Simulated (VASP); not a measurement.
Set up this calculation in VASP 6.6.1, as the native input.

```yaml
Task: single point
Functional: PBE
Potentials_or_basis: VASP PAW PBE potentials, release 64 (Ta_pv, Ru_pv)
Cutoff: 520 eV
k_mesh: 12 × 12 × 4
Occupations: gaussian, width 0.1 eV
Spin: no spin polarisation
Dipole_correction: no
Further_INCAR_settings: ALGO = Fast; EDIFF = 1e-06; NBANDS = 44
```

The structure of Ta5Ru lies in POSCAR:

```
Ta5Ru
1.0
    2.9085689738      0.0000000000      0.0000000000
   -1.4542844869      2.5188946200      0.0000000000
    0.0000000000      0.0000000000     14.5864601169
Ta Ru
5 1
Direct
    0.3333333333      0.6666666667      0.0000000000
    0.3333333333      0.6666666667      0.3501705160
    0.3333333333      0.6666666667      0.6498294840
    0.6666666667      0.3333333333      0.1756578633
    0.6666666667      0.3333333333      0.8243421367
    0.6666666667      0.3333333333      0.5000000000
```

The input as run:

INCAR

```
  PREC = Accurate
  ENCUT = 520
  EDIFF = 1E-6
  ISMEAR = 0
  SIGMA = 0.1
  LREAL = False
  LASPH = True
  NELM = 60
  ALGO = Fast
  ISIF = 2
  LWAVE = False
  LCHARG = False
  GGA = PE
  NBANDS = 44
```

KPOINTS

```
Automatic mesh
0
Gamma
  12 12 4
```

Potentials or basis: VASP PAW PBE potentials, release 64 (Ta_pv, Ru_pv).

Command:

```console
$ cat potpaw_PBE.64/Ta_pv/POTCAR potpaw_PBE.64/Ru_pv/POTCAR > POTCAR
$ mpirun -np 1 vasp_std > vasp.out
```

It gave:

* Pressure: 0.1 GPa
* Largest force: 0.010 eV/Å
* Band gap on the k mesh: zero (an odd number of electrons rules out a gap without spin polarisation)

Caveat: spin-orbit coupling is left out, which moves the levels of the heavy elements.

Run time: 8.6 min on 1 thread of Intel Xeon 8259CL, on a shared host, peak memory 0.39 GiB.
